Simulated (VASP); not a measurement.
# Na3HfTe3 (P-3m1) in VASP: single point with PBE

Aim: the single point of Na3HfTe3 with PBE.

Program: VASP 6.6.1. These are calculated values, not measurements. Logs are shortened: lines on timing, memory, paths and dates and some standing lists are left out, and cuts for length are marked.

## 1. The cell of the first run

The structure is trigonal, space group P-3m1 (No. 164). The conventional cell has a = 5.989 Å, b = 5.989 Å, c = 6.472 Å, α = 90.00°, β = 90.00°, γ = 120.00°. Within 4.5 Å of Na (site symmetry 3m) lie 6 Te at 3.34 to 4.01 Å and 6 Na at 3.48 to 3.54 Å and 3 Hf at 4.49 Å. Within 4.5 Å of Na (site symmetry -3m) lie 2 Hf at 3.24 Å and 6 Na at 3.48 Å and 12 Te at 4.41 Å. Hf (site symmetry -3m) has 6 Te at 2.99 Å and 2 Na at 3.24 Å within 3.9 Å. Within 4.1 Å of Te (site symmetry 2/m) lie 4 Te at 2.99 Å and 2 Hf at 2.99 Å and 4 Na at 3.34 to 4.01 Å.

The cell was generated, and may not be a known phase.

## 2. Single point, PBE

File INCAR:

```
ALGO = Normal ; EDIFF = 1E-7
ENCUT = 520 ; GGA = PE
ISIF = 2 ; ISMEAR = 0
LASPH = T ; LCHARG = F
LREAL = F ; LWAVE = F
NBANDS = 34 ; NELM = 80
PREC = Accurate ; SIGMA = 0.1
```

File KPOINTS:

```
k-points
0
Gamma
  3 3 4
```

File POSCAR:

```
Na3HfTe3
1.0
    5.9893488800      0.0000000000      0.0000000000
   -2.9946744400      5.1869282800      0.0000000000
    0.0000000000      0.0000000000      6.4724063700
Na Hf Te
3 1 3
Direct
    0.3333333300      0.6666666700      0.5582128600
    0.6666666700      0.3333333300      0.4417871400
    0.0000000000      0.0000000000      0.5000000000
    0.0000000000      0.0000000000      0.0000000000
    0.5000000000      0.0000000000      0.0000000000
    0.0000000000      0.5000000000      0.0000000000
    0.5000000000      0.5000000000      0.0000000000
```

Potentials or basis: VASP PAW PBE potentials, release 64 (Na_pv, Hf_pv, Te).

The run is started by

```sh
$ cat potpaw_PBE.64/Na_pv/POTCAR potpaw_PBE.64/Hf_pv/POTCAR potpaw_PBE.64/Te/POTCAR > POTCAR
$ mpirun -np 1 vasp_std > vasp.out
```

OUTCAR:

```text
EDIFF = 1E-7
   ENCUT = 520
   GGA = PE
   ISIF = 2
   ISMEAR = 0
   LASPH = T
   LREAL = F
   NELM = 80
   PREC = Accurate

 ion  position               nearest neighbor table
   1  0.333  0.667  0.558-
   2  0.667  0.333  0.442-
   3  0.000  0.000  0.500-   4 3.24   4 3.24
   4  0.000  0.000  0.000-   6 2.99   7 2.99   6 2.99   7 2.99   5 2.99   5 2.99   3 3.24   3 3.24

   5  0.500  0.000  0.000-   6 2.99   7 2.99   7 2.99   6 2.99   4 2.99   4 2.99
   6  0.000  0.500  0.000-   4 2.99   5 2.99   4 2.99   5 2.99   7 2.99   7 2.99
   7  0.500  0.500  0.000-   4 2.99   5 2.99   5 2.99   4 2.99   6 2.99   6 2.99

  LATTYP: Found a hexagonal cell.
 ALAT       =     5.9893488800
 C/A-ratio  =     1.0806527554

  Lattice vectors:

 A1 = (   5.9893488800,   0.0000000000,   0.0000000000)
 A2 = (  -2.9946744400,   5.1869282800,   0.0000000000)
 A3 = (   0.0000000000,   0.0000000000,   6.4724063700)

Analysis of symmetry for initial positions (statically):
=====================================================================
 Subroutine PRICEL returns:
 Original cell was already a primitive cell.

 Routine SETGRP: Setting up the symmetry group for a
 hexagonal supercell.

 Subroutine GETGRP returns: Found 12 space group operations
 (whereof 12 operations were pure point group operations)
 out of a pool of 24 trial point group operations.

The static configuration has the point symmetry D_3d.

Analysis of symmetry for dynamics (positions and initial velocities):
=====================================================================
 Subroutine PRICEL returns:
 Original cell was already a primitive cell.

 Routine SETGRP: Setting up the symmetry group for a
 hexagonal supercell.

 Subroutine GETGRP returns: Found 12 space group operations
 (whereof 12 operations were pure point group operations)
 out of a pool of 24 trial point group operations.

The dynamic configuration has the point symmetry D_3d.

 Subroutine INISYM returns: Found 12 space group operations
 (whereof 12 operations are pure point group operations),
 and found     1 'primitive' translations

----------------------------------------------------------------------------------------

                                     Primitive cell

  volume of cell :     201.0739

  direct lattice vectors                    reciprocal lattice vectors
     5.989348880  0.000000000  0.000000000     0.166963057  0.096396166  0.000000000
    -2.994674440  5.186928280  0.000000000     0.000000000  0.192792332  0.000000000
     0.000000000  0.000000000  6.472406370     0.000000000  0.000000000  0.154502042

  length of vectors
     5.989348880  5.989348878  6.472406370     0.192792332  0.192792332  0.154502042

  position of ions in fractional coordinates (direct lattice)
     0.333333330  0.666666670  0.558212860
     0.666666670  0.333333330  0.441787140
     0.000000000  0.000000000  0.500000000
     0.000000000  0.000000000  0.000000000
     0.500000000  0.000000000  0.000000000
     0.000000000  0.500000000  0.000000000
     0.500000000  0.500000000  0.000000000

  ion indices of the primitive-cell ions
   primitive index   ion index
                 1           1
                 2           2
                 3           3
                 4           4
                 5           5
                 6           6
                 7           7

----------------------------------------------------------------------------------------

 KPOINTS: k-points

Automatic generation of k-mesh.
 Grid dimensions read from file:
 generate k-points for:    3    3    4

 Generating k-lattice:

  Cartesian coordinates                     Fractional coordinates (reciprocal lattice)
     0.055654352  0.032132055  0.000000000     0.333333333  0.000000000  0.000000000
     0.000000000  0.064264111  0.000000000     0.000000000  0.333333333  0.000000000
     0.000000000  0.000000000  0.038625510     0.000000000  0.000000000  0.250000000

  Length of vectors
     0.064264111  0.064264111  0.038625510

  Shift w.r.t. Gamma in fractional coordinates (k-lattice)
     0.000000000  0.000000000  0.000000000

 Subroutine IBZKPT returns following result:
 ===========================================

 Found     10 irreducible k-points:

 Following reciprocal coordinates:
            Coordinates               Weight
  0.000000  0.000000  0.000000      1.000000
  0.333333 -0.000000  0.000000      6.000000
  0.333333  0.333333  0.000000      2.000000
  0.000000  0.000000  0.250000      2.000000
  0.333333 -0.000000  0.250000      6.000000
  0.000000  0.333333  0.250000      6.000000
  0.333333  0.333333  0.250000      4.000000
  0.000000  0.000000  0.500000      1.000000
  0.333333 -0.000000  0.500000      6.000000
  0.333333  0.333333  0.500000      2.000000
   k-points           NKPTS =     10   k-points in BZ     NKDIM =     10   number of bands    NBANDS=     34
   number of dos      NEDOS =    301   number of ions     NIONS =      7
   total plane-waves  NPLWV = 110592
   dimension x,y,z NGX =    48 NGY =   48 NGZ =   48
   dimension x,y,z NGXF=    96 NGYF=   96 NGZF=   96
   ions per type =               3   1   3
   NGX,Y,Z   is equivalent  to a cutoff of  13.32, 13.32, 12.33 a.u.
   NGXF,Y,Z  is equivalent  to a cutoff of  26.65, 26.65, 24.66 a.u.
 SYSTEM =  unknown system
   PREC   = accura    normal or accurate (medium, high low for compatibility)
   ISTART =      0    job   : 0-new  1-cont  2-samecut
   ICHARG =      2    charge: 1-file 2-atom 10-const
   ISPIN  =      1    spin polarized calculation?
   LNONCOLLINEAR =      F non collinear calculations
   LSORBIT =      F    spin-orbit coupling
   LASPH  =      T    aspherical Exc in radial PAW
   ENCUT  =  520.0 eV  38.22 Ry    6.18 a.u.  11.14 11.14 12.03*2*pi/ulx,y,z
   NELM   =     80;   NELMIN=  2; NELMDL= -5     # of ELM steps
   EDIFF  = 0.1E-06   stopping-criterion for ELM
   LREAL  =      F    real-space projection
   EDIFFG = 0.1E-05   stopping-criterion for IOM
   NSW    =      0    number of steps for IOM
   IBRION =     -1    ionic relax: 0-MD 1-quasi-New 2-CG
   NFREE  =      0    steps in history (QN), initial steepest desc. (CG)
   ISIF   =      2    stress and relaxation
   ISYM   =      2    0-nonsym 1-usesym 2-fastsym
   POTIM  = 0.5000    time-step for ionic-motion
   TEBEG  =    0.0;   TEEND  =   0.0 temperature during run
   PSTRESS=    0.0 pullay stress
   NELECT =      49.0000    total number of electrons
   NUPDOWN=      -1.0000    fix difference up-down
   EMIN   =  10.00;   EMAX   =-10.00  energy-range for DOS
   EFERMI =   0.00;   METHOD = LEGACY
   ISMEAR =     0;   SIGMA  =   0.10  broadening in eV -4-tet -1-fermi 0-gaus
   EFERMI_NEDOS =   21; number of points for ismear=-14 and -15
   IALGO  =     38    algorithm
   IMIX   =      4    mixing-type and parameters
     AMIX     =   0.40;   BMIX     =  1.00
     AMIX_MAG =   1.60;   BMIX_MAG =  1.00
  volume/ion in A,a.u.               =      28.72       193.84
  Fermi-wavevector in a.u.,A,eV,Ry     =   1.022559  1.932356 14.226614  1.045627
  Thomas-Fermi vector in A             =   2.156245
   LORBIT       =      0    0 simple, 1 ext, 2 COOP (PROOUT), +10 PAW based schemes
   GGA     = PE    functional components
   LHFCALC =     F    Hartree Fock is set to
   AEXX    =    0.0000 exact exchange contribution
   IVDW    =     0    specifies the selected vdW correction
   LEPSILON=     F    determine dielectric tensor
   LRPA    =     F    only Hartree local field effects (RPA)
 non-spin polarized calculation
 Gauss-broadening in eV      SIGMA  =   0.10
  energy-cutoff  :      520.00
  volume of cell :      201.07
 maximum number of plane-waves:      5433
 NGX is ok and might be reduce to    48
   NGX = 23   NGY = 23   NGZ = 25

 number of electron      49.0000023 magnetization

 Free energy of the ion-electron system (eV)
  ---------------------------------------------------
  ext. energy  EPLUGINS =         0.00000000
  ---------------------------------------------------
  free energy    TOTEN  =       -22.17860159 eV

  energy without entropy =      -22.16957458  energy(sigma->0) =      -22.17408809

 E-fermi :   4.7493     XC(G=0):  -8.6469

 val. band max:        4.7186811128   @ k =   0.3333  -0.0000   0.0000
 cond. band min:       4.9005785938   @ k =   0.0000   0.0000   0.5000
 fundamental gap:      0.1818974809
 Fermi energy:         4.7493325416

 k-point     1 :       0.0000    0.0000    0.0000
  band No.  band energies     occupation
      1     -27.3945      2.00000
      2     -27.3945      2.00000
      3     -27.2135      2.00000
      4     -20.6218      2.00000
      5     -20.6218      2.00000
      6     -20.6020      2.00000
[... 26 lines left out ...]
     33       7.6734      0.00000
     34       7.6735      0.00000

 k-point     2 :       0.3333   -0.0000    0.0000
  band No.  band energies     occupation
      1     -27.3943      2.00000
      2     -27.3941      2.00000
      3     -27.2134      2.00000
      4     -20.6236      2.00000
      5     -20.6190      2.00000
      6     -20.6056      2.00000
[... 26 lines left out ...]
     33       7.3329      0.00000
     34       8.3164      0.00000

 k-point     3 :       0.3333    0.3333    0.0000
  band No.  band energies     occupation
      1     -27.3941      2.00000
      2     -27.3941      2.00000
      3     -27.2133      2.00000
      4     -20.6244      2.00000
      5     -20.6127      2.00000
      6     -20.6127      2.00000
[... 26 lines left out ...]
     33       7.5174      0.00000
     34       9.7212      0.00000
[... 186 lines left out ...]
 k-point     9 :       0.3333   -0.0000    0.5000
  band No.  band energies     occupation
      1     -27.3943      2.00000
      2     -27.3941      2.00000
      3     -27.2129      2.00000
      4     -20.6236      2.00000
      5     -20.6190      2.00000
      6     -20.6057      2.00000
[... 26 lines left out ...]
     33       7.8189      0.00000
     34       7.8831      0.00000

 k-point    10 :       0.3333    0.3333    0.5000
  band No.  band energies     occupation
      1     -27.3940      2.00000
      2     -27.3940      2.00000
      3     -27.2129      2.00000
      4     -20.6244      2.00000
      5     -20.6127      2.00000
      6     -20.6127      2.00000
[... 26 lines left out ...]
     33       8.1081      0.00000
     34       8.1081      0.00000

------------------------ aborting loop because EDIFF is reached ----------------------------------------

  FORCE on cell =-STRESS in cart. coord.  units (eV):
  Direction    XX          YY          ZZ          XY          YZ          ZX
  --------------------------------------------------------------------------------------
  -------------------------------------------------------------------------------------
  Total       12.6488605     12.6488605     -0.8505281      0.0000000      0.0000000      0.0000000
  in kB      100.7874259    100.7874258     -6.7770959      0.0000000      0.0000000      0.0000000
  external PRESSURE =      64.9325853 kB  Pullay stress =       0.0000000 kB

 VOLUME and BASIS-vectors are now :
 -----------------------------------------------------------------------------
  energy-cutoff  :      520.00
  volume of cell :      201.07
      direct lattice vectors                 reciprocal lattice vectors
     5.989348880  0.000000000  0.000000000     0.166963057  0.096396166  0.000000000
    -2.994674440  5.186928280  0.000000000     0.000000000  0.192792332  0.000000000
     0.000000000  0.000000000  6.472406370     0.000000000  0.000000000  0.154502042

 POSITION                                       TOTAL-FORCE (eV/Angst)
 -----------------------------------------------------------------------------------
     -0.00000      3.45795      3.61298        -0.000000     -0.000000     -0.043662
      2.99467      1.72898      2.85943         0.000000      0.000000      0.043662
      0.00000      0.00000      3.23620        -0.000000      0.000000      0.000000
      0.00000      0.00000      0.00000        -0.000000      0.000000      0.000000
      2.99467      0.00000      0.00000        -0.000000      0.000000      0.000000
     -1.49734      2.59346      0.00000        -0.000000      0.000000      0.000000
      1.49734      2.59346      0.00000        -0.000000      0.000000      0.000000
 -----------------------------------------------------------------------------------
    total drift:                                0.000000      0.000000      0.000000

  FREE ENERGIE OF THE ION-ELECTRON SYSTEM (eV)
  ---------------------------------------------------
  free  energy   TOTEN  =       -22.1786015893 eV

  energy  without entropy=      -22.1695745807  energy(sigma->0) =      -22.17408809
```

Run time: 1.7 min. Hardware: 1 thread of Intel Xeon 8259CL, shared host; peak memory 0.35 GiB.

What came out:

| Property | Result |
| --- | --- |
| Free energy | -22.1786 eV |
| Pressure | 6.5 GPa |
| Largest force | 0.044 eV/Å |
| Band gap on the k mesh | zero (an odd number of electrons rules out a gap without spin polarisation) |

Forces in eV/Å, atoms in the order of the input:
```
Na   0.000  0.000 -0.044
Na   0.000  0.000  0.044
Na   0.000  0.000  0.000
Hf   0.000  0.000  0.000
Te   0.000  0.000  0.000
Te   0.000  0.000  0.000
Te   0.000  0.000  0.000
```

Caveat: the k points lie up to 0.40 Å⁻¹ apart, too coarse for converged energies and pressures of a metal; spin-orbit coupling is left out, which moves the levels of the heavy elements.

The gap in the log of VASP goes by the Fermi energy; the results here count the filled bands.